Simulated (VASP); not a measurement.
# Eu (Im-3m) in VASP: notebook, part 2 of 2

VASP 6.6.1.

## (3) Single point, LDA, collinear spin, ferromagnetic start

File INCAR:

```
SYSTEM = Eu
ALGO     = Normal         ! electronic algorithm
EDIFF    = 1E-7           ! SCF threshold, eV
ENCUT    = 520            ! plane-wave cutoff, eV
GGA      = CA             ! functional
ISIF     = 2              ! what is computed and relaxed
ISMEAR   = 0              ! smearing method
ISPIN    = 2              ! spin polarisation
LASPH    = .TRUE.         ! aspherical terms in the spheres
LCHARG   = .FALSE.        ! write CHGCAR
LMAXMIX  = 6              ! l up to which the mixer works
LORBIT   = 11             ! projections on sites
LREAL    = .FALSE.        ! projectors in reciprocal space
LWAVE    = .FALSE.        ! write WAVECAR
MAGMOM   = 6.925          ! initial moments
NBANDS   = 18             ! bands
NELM     = 150            ! most SCF steps
PREC     = Accurate       ! precision mode
SIGMA    = 0.3            ! smearing width, eV
```

File KPOINTS:

```
k-points
0
G
  11 11 11
  0 0 0
```

File POSCAR:

```
Eu
1.0
   -2.0544259245      2.0544259245      2.0544259245
    2.0544259245     -2.0544259245      2.0544259245
    2.0544259245      2.0544259245     -2.0544259245
Eu
1
Direct
    0.0000000000      0.0000000000      0.0000000000
```

Potentials or basis: VASP PAW PBE potentials, release 64 (Eu).

Started as:

```console
cat potpaw_PBE.64/Eu/POTCAR > POTCAR
mpirun -np 1 vasp_std > vasp.out
```

OUTCAR:

```text
SYSTEM = Eu
   EDIFF = 1E-7
   ENCUT = 520
   GGA = CA
   ISIF = 2
   ISMEAR = 0
   ISPIN = 2
   LASPH = .TRUE.
   LORBIT = 11
   LREAL = .FALSE.
   NELM = 150
   PREC = Accurate

 ion  position               nearest neighbor table
   1  0.000  0.000  0.000-

  LATTYP: Found a body centered cubic cell.
 ALAT       =     4.1088518490

  Lattice vectors:

 A1 = (  -2.0544259245,   2.0544259245,   2.0544259245)
 A2 = (   2.0544259245,  -2.0544259245,   2.0544259245)
 A3 = (   2.0544259245,   2.0544259245,  -2.0544259245)

Analysis of symmetry for initial positions (statically):
=====================================================================
 Subroutine PRICEL returns:
 Original cell was already a primitive cell.

 Routine SETGRP: Setting up the symmetry group for a
 body centered cubic supercell.

 Subroutine GETGRP returns: Found 48 space group operations
 (whereof 48 operations were pure point group operations)
 out of a pool of 48 trial point group operations.

The static configuration has the point symmetry O_h .

Analysis of symmetry for dynamics (positions and initial velocities):
=====================================================================
 Subroutine PRICEL returns:
[... 183 lines left out ...]
      4     -17.1981      1.00000
      5      -1.9330      1.00000
      6       1.8956      0.99936
[... 493 lines left out ...]
     17       9.5609      0.00000
     18      10.7546      0.00000

 [... further k-points ...]

 spin component 2

 k-point     1 :       0.0000    0.0000    0.0000
  band No.  band energies     occupation
      1     -35.9244      1.00000
      2     -15.0217      1.00000
      3     -15.0217      1.00000
      4     -15.0217      1.00000
      5      -1.2458      1.00000
      6       5.4355      0.00000
[... 493 lines left out ...]
     17      10.7861      0.00000
     18      12.0560      0.00000

 [... further k-points ...]
[... 5 lines left out ...]
  --------------------------------------------------------------------------------------
  -------------------------------------------------------------------------------------
  Total       -0.0683172     -0.0683172     -0.0683172      0.0000000      0.0000000      0.0000000
  in kB       -3.1557957     -3.1557957     -3.1557957      0.0000000      0.0000000      0.0000000
  external PRESSURE =      -3.1557957 kB  Pullay stress =       0.0000000 kB

 VOLUME and BASIS-vectors are now :
 -----------------------------------------------------------------------------
  energy-cutoff  :      520.00
  volume of cell :       34.68
      direct lattice vectors                 reciprocal lattice vectors
    -2.054425924  2.054425924  2.054425924     0.000000000  0.243376991  0.243376991
     2.054425924 -2.054425924  2.054425924     0.243376991  0.000000000  0.243376991
     2.054425924  2.054425924 -2.054425924     0.243376991  0.243376991  0.000000000

 POSITION                                       TOTAL-FORCE (eV/Angst)
 -----------------------------------------------------------------------------------
      0.00000      0.00000      0.00000         0.000000     -0.000000      0.000000
 -----------------------------------------------------------------------------------
    total drift:                               -0.000000     -0.000000     -0.000000

  FREE ENERGIE OF THE ION-ELECTRON SYSTEM (eV)
  ---------------------------------------------------
  free  energy   TOTEN  =       -11.4429278161 eV

  energy  without entropy=      -11.3509567312  energy(sigma->0) =      -11.39694227

 total charge

# of ion       s       p       d       f       tot
--------------------------------------------------
    1        2.093   5.638   0.412   6.567  14.711

 magnetization (x)

# of ion       s       p       d       f       tot
--------------------------------------------------
    1        0.002  -0.068   0.138   6.559   6.631
```

OSZICAR:

```text
N       E                     dE             d eps       ncg     rms          rms(c)
DAV:   1     0.977617336458E+02    0.97762E+02   -0.63366E+03  4970   0.417E+03
DAV:   2     0.553623106873E+01   -0.92226E+02   -0.81813E+02  5044   0.283E+02
DAV:   3    -0.770949106861E+01   -0.13246E+02   -0.12907E+02  5998   0.984E+01
DAV:   4    -0.923075286934E+01   -0.15213E+01   -0.15041E+01  7852   0.246E+01
DAV:   5    -0.930373538400E+01   -0.72983E-01   -0.72848E-01  6838   0.634E+00    0.294E+01
DAV:   6    -0.121735922924E+02   -0.28699E+01   -0.23346E+00  5526   0.295E+01    0.174E+01
DAV:   7    -0.116699342520E+02    0.50366E+00   -0.23918E+00  5374   0.320E+01    0.165E+01
DAV:   8    -0.114466505464E+02    0.22328E+00   -0.52357E-01  5140   0.176E+01    0.644E+00
DAV:   9    -0.115119121908E+02   -0.65262E-01   -0.15661E-01  7012   0.792E+00    0.708E+00
DAV:  10    -0.114570421627E+02    0.54870E-01   -0.34046E-02  6656   0.331E+00    0.311E+00
DAV:  11    -0.114442881083E+02    0.12754E-01   -0.14690E-02  5938   0.249E+00    0.117E+00
DAV:  12    -0.114430266983E+02    0.12614E-02   -0.25737E-03  7326   0.876E-01    0.311E-01
DAV:  13    -0.114430118656E+02    0.14833E-04   -0.10572E-03  5892   0.696E-01    0.239E-01
DAV:  14    -0.114429502137E+02    0.61652E-04   -0.22665E-04  7768   0.186E-01    0.119E-01
DAV:  15    -0.114429325326E+02    0.17681E-04   -0.17086E-05  7352   0.735E-02    0.589E-02
DAV:  16    -0.114429275200E+02    0.50126E-05   -0.11221E-05  5942   0.715E-02    0.174E-02
DAV:  17    -0.114429278177E+02   -0.29768E-06   -0.17491E-06  7788   0.907E-03    0.462E-03
DAV:  18    -0.114429278161E+02    0.15575E-08   -0.57680E-08  4272   0.299E-03
   1 F= -.11442928E+02 E0= -.11396942E+02  d E =-.919711E-01  mag=     7.1297
```

stdout:

```text
POSCAR found type information on POSCAR Eu
 POSCAR found :  1 types and       1 ions
 scaLAPACK will be used
 -----------------------------------------------------------------------------
|                                                                             |
|                                                                             |
|     You enforced a specific xc type in the INCAR file but a different       |
|     I HOPE YOU KNOW WHAT YOU ARE DOING!                                     |
|                                                                             |
 -----------------------------------------------------------------------------

 LDA part: xc-table for (Slater(with rela. corr.)+CA(PZ))
 , standard interpolation
 POSCAR, INCAR and KPOINTS ok, starting setup
 FFT: planning ... GRIDC
 FFT: planning ... GRID_SOFT
 FFT: planning ... GRID
 WAVECAR not read
 entering main loop
```

It took 54 s on 1 thread of Intel Xeon 6975P-C (Granite Rapids), shared host; peak memory 0.19 GiB.

Results:

| Item | Value |
| --- | --- |
| Free energy | -11.4429 eV |
| Pressure | -0.3 GPa |
| Net moment | 7.13 μB per cell |
| Site moments | Eu +6.63 μB |
| Valence electrons inside the program's atomic spheres | Eu 14.71 |

Caveat: so wide a smearing shifts energies and pressures; the PAW data sets were made with another functional, which shifts forces and pressure a little; spin-orbit coupling is left out, which moves the levels of the heavy elements; semilocal functionals describe open f shells poorly, which spoils levels, moments and volumes. The state reached can hang on the start; a lower one may exist.

## (4) Single point, LDA, collinear spin, ferromagnetic start

File INCAR:

```
SYSTEM = Eu
ALGO     = Normal         ! electronic algorithm
EDIFF    = 1E-7           ! SCF threshold, eV
ENCUT    = 520            ! plane-wave cutoff, eV
GGA      = CA             ! functional
ISIF     = 2              ! what is computed and relaxed
ISMEAR   = 0              ! smearing method
ISPIN    = 2              ! spin polarisation
LASPH    = .True.         ! aspherical terms in the spheres
LCHARG   = .False.        ! write CHGCAR
LMAXMIX  = 6              ! l up to which the mixer works
LORBIT   = 11             ! projections on sites
LREAL    = .False.        ! projectors in reciprocal space
LWAVE    = .False.        ! write WAVECAR
MAGMOM   = 6.925          ! initial moments
NBANDS   = 18             ! bands
NELM     = 150            ! most SCF steps
PREC     = Accurate       ! precision mode
SIGMA    = 0.6            ! smearing width, eV
```

File KPOINTS:

```
k-points
0
Gamma
  11 11 11
  0 0 0
```

POSCAR is that of step 3.

Started as:

```console
cat potpaw_PBE.64/Eu/POTCAR > POTCAR
mpirun -np 1 vasp_std > vasp.out
```

Wall time 54 s (1 thread of Intel Xeon 6975P-C (Granite Rapids), shared host); peak memory 0.2 GiB.

It converged, with:

```yaml
Free_energy: -11.5974 eV
Pressure: -0.1 GPa
Net_moment: 7.17 μB per cell
Site_moments: Eu +6.62 μB
Valence_electrons_inside_the_program's_atomic_spheres: Eu 14.69
```

Levels at points of the mesh, in eV from the Fermi level:
Spin up:
```tsv
k point	band 8	band 9	band 10	band 11	band 12	band 13	band 14	band 15	band 16	band 17
(0.00, 0.00, 0.00)	-0.96	-0.71	-0.71	-0.71	-0.65	1.82	1.82	1.82	3.98	3.98
```
Spin down:
```
           k point  band 2  band 3  band 4  band 5  band 6  band 7  band 8  band 9
(0.00, 0.00, 0.00)  -17.73  -17.73  -17.73   -3.82    2.82    2.82    2.82    3.15
```

Caveat: so wide a smearing shifts energies and pressures; the PAW data sets were made with another functional, which shifts forces and pressure a little; spin-orbit coupling is left out, which moves the levels of the heavy elements; semilocal functionals describe open f shells poorly, which spoils levels, moments and volumes.

## (5) The runs side by side

```tsv
smearing	gap on the mesh (eV)	pressure (GPa)	moment (μB)
gaussian 0.2 eV	none	-0.3	7.12
gaussian 0.3 eV	none	-0.3	7.13
gaussian 0.6 eV	none	-0.1	7.17
```

Alike in all rows: task single point; level LDA; potentials or basis VASP PAW PBE potentials, release 64 (Eu); spin collinear, ferromagnetic start; cell as given; k mesh 11 × 11 × 11; cutoff (eV) 520.

Caveats: the PAW data sets were made with another functional, which shifts forces and pressure a little; spin-orbit coupling is left out, which moves the levels of the heavy elements; semilocal functionals describe open f shells poorly, which spoils levels, moments and volumes; so wide a smearing shifts energies and pressures (at least some runs).

Absolute energies hang on the potentials; compare differences alone.
